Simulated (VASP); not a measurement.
Runs of VASP 6.6.1 on CdS. The structure is that of space group Fm-3m (No. 225), or close to it. The cells are those of the table. 

```csv
task,level,potentials or basis,cell,cutoff (eV),gap on the mesh (eV),pressure (GPa),relaxed volume (Å³/atom)
relaxation of cell and atoms,LDA,"VASP PAW LDA potentials, release 64 (Cd, S)","relaxed from a = 3.894 Å, angles 60.0°, 2 atoms",600,none,0.0,19.18
relaxation of cell and atoms,r2SCAN+D4,"VASP PAW PBE potentials, release 64 (Cd, S)","relaxed from a = 3.894 Å, angles 60.0°, 2 atoms",600,0.73,0.0,20.14
relaxation of cell and atoms,r2SCAN,"VASP PAW PBE potentials, release 64 (Cd, S)","relaxed from a = 3.894 Å, angles 60.0°, 2 atoms",600,0.73,0.0,20.39
single point,LDA,"VASP PAW LDA potentials, release 64 (Cd, S)","a = 3.776 Å, angles 60.0°, 2 atoms",520,none,(b),-
relaxation of cell and atoms,PBEsol,"VASP PAW PBE potentials, release 64 (Cd, S)","relaxed from a = 3.894 Å, angles 60.0°, 2 atoms",600,0.11,0.0,(a)
single point,r2SCAN+D4,"VASP PAW PBE potentials, release 64 (Cd, S)","a = 3.841 Å, angles 60.0°, 2 atoms",520,0.73,0.5,-
single point,r2SCAN,"VASP PAW PBE potentials, release 64 (Cd, S)","a = 3.857 Å, angles 60.0°, 2 atoms",520,0.73,0.5,-
single point,PBEsol,"VASP PAW PBE potentials, release 64 (Cd, S)","a = 3.817 Å, angles 60.0°, 2 atoms",520,0.11,0.5,-
```

Alike in all rows: no spin polarisation; k mesh 6 × 6 × 6; smearing fermi-dirac 0.01 eV.

Problem. Estimate the missing entries.

Solution. (a) 19.78; (b) 0.8.

Caveats: the PAW data sets were made with another functional, which shifts forces and pressure a little (some runs).

A k mesh can miss the band edges, and the runs leave out spin-orbit coupling on Cd.

A gap of «none» marks levels without a gap at the run's occupations.
